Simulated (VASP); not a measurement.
BN: vibrations by perturbation theory with PBEsol

Crystal: BN.

```
CELL_PARAMETERS angstrom
0.00000 1.80285 1.80285
1.80285 0.00000 1.80285
1.80285 1.80285 0.00000
ATOMIC_POSITIONS crystal
B 0.00000 0.00000 0.00000
N 0.25000 0.25000 0.25000
```

```yaml
Program: VASP 6.6.1
Task: vibrations by perturbation theory
Functional: PBEsol
Potentials_or_basis: VASP PAW PBE potentials, release 64 (B, N)
Cutoff: 520 eV
k_mesh: 10 × 10 × 10
Occupations: gaussian, width 0.01 eV
Spin: no spin polarisation
Dipole_correction: no
Further_INCAR_settings: ALGO = Normal; EDIFF = 1e-08; NBANDS = 11; IBRION = 8; NSW = 1
```

The electronic dielectric tensor (diagonal) is 4.63. The born charges (mean of the diagonal) is B +1.90; N -1.90 e. The highest phonon frequency at Γ, LO-TO splitting left out is 1050 cm⁻¹.

Phonon frequencies in cm⁻¹ (negative: imaginary):
| q point | frequencies |
| --- | --- |
| (0.000, 0.000, 0.000) | 0 0 0 1050 1050 1050 |

Electronic dielectric tensor:
```
4.63 0.00 0.00
0.00 4.63 0.00
0.00 0.00 4.63
```

Born effective charge tensors (e):
atom 1, B
```
1.90 0.00 0.00
0.00 1.90 0.00
0.00 0.00 1.90
```
atom 2, N
```
-1.90  0.00  0.00
 0.00 -1.90  0.00
 0.00  0.00 -1.90
```

Wall time 3 min on 1 thread of Intel Xeon 8259CL (shared host), peak memory 0.17 GiB.
